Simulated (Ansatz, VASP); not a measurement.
**Two plane-wave programs on AlP**

File INCAR:

```
SYSTEM = AlP
  ALGO = Normal
  EDIFF = 1E-6
  ENCUT = 500
  GGA = PE
  GGA_COMPAT = .False.
  ISIF = 2
  ISMEAR = 0
  LASPH = .True.
  LCHARG = .False.
  LREAL = .False.
  LWAVE = .False.
  NBANDS = 11
  NELM = 120
  PREC = Accurate
  SIGMA = 0.02
```

KPOINTS

```
k-points
0
Gamma
  8 8 8
  0 0 0
```

Contents of POSCAR:

```
AlP
1.0
    0.0000000000      2.7534771729      2.7534771729
    2.7534771729      0.0000000000      2.7534771729
    2.7534771729      2.7534771729      0.0000000000
Al P
1 1
Direct
    0.0000000000      0.0000000000      0.0000000000
    0.2500000000      0.2500000000      0.2500000000
```

Input for Ansatz:

```yaml
crystal:
  lattice:
    - [0.0, 2.7534771729, 2.7534771729]
    - [2.7534771729, 0.0, 2.7534771729]
    - [2.7534771729, 2.7534771729, 0.0]
  atoms:
    - { symbol: Al, position: [0.0, 0.0, 0.0] }
    - { symbol: P, position: [0.25, 0.25, 0.25] }
basis:
  ecutwfc: 420
kpoints:
  mp_grid: { grid: [8, 8, 8] }
  band_path:
    path:
      - [[0.0, 0.0, 0.0], [-0.5, -0.5, 0.0], [-0.375, -0.375, 0.25]]
      - [[-0.375, 0.0, 0.375], [0.0, 0.0, 0.0], [0.0, 0.0, 0.5], [-0.5, -0.25, 0.25], [-0.5, -0.5, 0.0]]
    npoints: 10
hamiltonian:
  xc: pbe
  pseudopotentials: { kind: paw, azcp: { folder: soft_1 } }
scf:
  occupations: { method: gaussian, width: 0.02 }
  n_extra_bands: 7
output:
  forces: true
  stress: true
  eigenvalues: true
```

Alike in both runs: task single point; functional PBE; k mesh 8 × 8 × 8; occupations gaussian, width 0.02 eV; no spin polarisation.

|  | VASP | Ansatz |
| --- | --- | --- |
| version | VASP 6.6.1 | Ansatz 0.2.0 |
| potentials or method | VASP PAW PBE potentials, release 64 (Al, P), cutoff 500 eV | scalar-relativistic, plane waves, PAW |
| valence electrons in the cell | 8 | 8 |

VASP gave:

```
gap on the k mesh at the Fermi level (eV) : 1.63
least direct gap on the mesh (eV)         : 3.09
pressure (GPa)                            : -0.1
```

**Question.** Estimate Ansatz's values.

**Answer.** gap on the k mesh at the Fermi level (eV): 1.63; least direct gap on the mesh (eV): 3.09; pressure (GPa): 0.0.

With one functional, cell and mesh, what is left measures potentials, basis and numerics.
